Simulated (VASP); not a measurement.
BPH6, 8 atoms in the cell. The cell holds a cluster in a box, 8 atoms: a = 10.600 Å, b = 10.900 Å, c = 11.200 Å, α = 90.00°, β = 90.00°, γ = 90.00°. 

```yaml
Program: VASP 6.6.1
Task: relaxation of the atoms
Functional: PBE
Potentials_or_basis: VASP PAW PBE potentials, release 64 (B, P, H)
Cutoff: 520 eV
k_mesh: 1 × 1 × 1
Occupations: gaussian, width 0.05 eV
Spin: no spin polarisation
Dipole_correction: no
Further_INCAR_settings: ALGO = Normal; EDIFF = 1e-06; IBRION = 2; EDIFFG = -0.03; NSW = 60
```

Potentials or basis: VASP PAW PBE potentials, release 64 (B, P, H).

Launch:

```console
$ cat potpaw_PBE.64/B/POTCAR potpaw_PBE.64/P/POTCAR potpaw_PBE.64/H/POTCAR > POTCAR
$ mpirun -np 1 vasp_gam > vasp.out
```

Hardware: 1 thread of Intel(R) Xeon(R) 6975P-C (Granite Rapids), with other jobs on the host.

Q: How long does it take, and how much memory?

A: Run time: 6.8 min on 1 thread of Intel(R) Xeon(R) 6975P-C (Granite Rapids), with other jobs on the host, peak memory 1.1 GiB. Counts: scf iterations 122, k points 1, ion steps 11.
